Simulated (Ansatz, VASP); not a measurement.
# Two plane-wave programs on CdS

File INCAR:

```
SYSTEM = CdS
ALGO = Normal
EDIFF = 1E-7
EDIFFG = -0.02
ENCUT = 520
GGA = PE
IBRION = 2
ISIF = 2
ISMEAR = -1
LASPH = .TRUE.
LCHARG = .FALSE.
LREAL = .FALSE.
LWAVE = .FALSE.
NELM = 80
NSW = 80
PREC = Accurate
SIGMA = 0.02
```

File KPOINTS:

```
k-points
0
G
  8 8 4
  0 0 0
```

The input POSCAR:

```
CdS
1.0
    4.1500000000      0.0000000000      0.0000000000
   -2.0750000000      3.5940054257      0.0000000000
    0.0000000000      0.0000000000      6.7370000000
Cd S
2 2
Direct
    0.3333333333      0.6666666667      0.0000000000
    0.6666666667      0.3333333333      0.5000000000
    0.3333333333      0.6666666667      0.3750000000
    0.6666666667      0.3333333333      0.8750000000
```

Input for Ansatz:

```yaml
crystal:
  lattice:
    - [4.15, 0.0, 0.0]
    - [-2.075, 3.5940054257, 0.0]
    - [0.0, 0.0, 6.737]
  atoms:
    - { symbol: Cd, position: [0.3333333333, 0.6666666667, 0.0] }
    - { symbol: Cd, position: [0.6666666667, 0.3333333333, 0.5] }
    - { symbol: S, position: [0.3333333333, 0.6666666667, 0.375] }
    - { symbol: S, position: [0.6666666667, 0.3333333333, 0.875] }
kpoints:
  mp_grid: { grid: [8, 8, 4] }
scf:
  occupations: { method: fermi_dirac, width: 0.02 }
hamiltonian:
  xc: pbe
  pseudopotentials: { kind: paw }
output:
  forces: true
  stress: true
  populations: true
  efg: { quadrupole_moments_barn: { S: -0.0694 }, contact_densities: true }
relax:
  f_tol: 0.02
  max_steps: 60
```

Alike in both runs: task relaxation of the atoms; functional PBE; k mesh 8 × 8 × 4; occupations fermi-dirac, width 0.02 eV; no spin polarisation.

|  | VASP | Ansatz |
| --- | --- | --- |
| version | VASP 6.6.1 | Ansatz 0.2.0 |
| potentials or method | VASP PAW PBE potentials, release 64 (Cd, S) | plane-wave PAW, scalar-relativistic |
| plane-wave cutoff (eV) | 520 | 420 |
| valence electrons in the cell | 36 | 52 |

```tsv
	VASP	Ansatz	Ansatz less VASP
gap on the k mesh at the Fermi level, each at its own relaxed structure (eV)	1.20	1.20	-0.003
```

VASP's potentials hold 36 valence electrons a cell and Ansatz's 52, so a difference there can come from the potentials and not from the codes. Ansatz's warnings: stress scf threshold loose.
